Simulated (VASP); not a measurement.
A run of VASP 6.6.1 is set up as follows.

The input INCAR:

```
SYSTEM = Ag
PREC     = Accurate       ! precision mode
ENCUT    = 520            ! plane-wave cutoff, eV
EDIFF    = 1E-6           ! SCF threshold, eV
ISMEAR   = 0              ! smearing method
SIGMA    = 0.15           ! smearing width, eV
LREAL    = .FALSE.        ! projectors in reciprocal space
LASPH    = .TRUE.         ! aspherical terms in the spheres
NELM     = 80             ! most SCF steps
ALGO     = Fast           ! electronic algorithm
ISIF     = 2              ! what is computed and relaxed
LWAVE    = .FALSE.        ! write WAVECAR
LCHARG   = .TRUE.         ! write CHGCAR
GGA      = CA             ! functional
LELF     = .TRUE.         ! ELF
LVHAR    = .TRUE.       
NBANDS   = 54             ! bands
```

The input KPOINTS:

```
regular mesh
0
G
  10 10 10
  0 0 0
```

POSCAR

```
Ag
1.0
   -3.3113080000     -3.3113080000      3.3113080000
   -3.3113080000      3.3113080000     -3.3113080000
    3.3113080000     -3.3113080000     -3.3113080000
Ag
8
Direct
    0.5784607234      0.5784607234      0.5784607234
    0.0000000000      0.5000000000      0.5000000000
    0.5000000000      0.0000000000      0.5000000000
    0.0000000000      0.0000000000      0.5000000000
    0.5000000000      0.5000000000      0.0000000000
    0.0000000000      0.5000000000      0.0000000000
    0.5000000000      0.0000000000      0.0000000000
    0.0000000000      0.0000000000      0.0000000000
```

Potentials or basis: VASP PAW LDA potentials, release 64 (Ag).

The run is started by

```console
$ cat potpaw_LDA.64/Ag/POTCAR > POTCAR
$ mpirun -np 1 vasp_std > vasp.out
```

(1) Predict the pressure.

(2) Predict the band gap on the k mesh.

Answers

(1) -8.8 GPa.

(2) zero (bands 44 and 45 overlap by 2.14 eV).

Caveat: the cell differs from its parent crystal (atom 1 (Ag) moved -0.450 Å along Cartesian [1 1 1]); the cell stands under tension; forces of over 1 eV/Å act on the atoms, so gaps and moduli don't describe the material at rest.
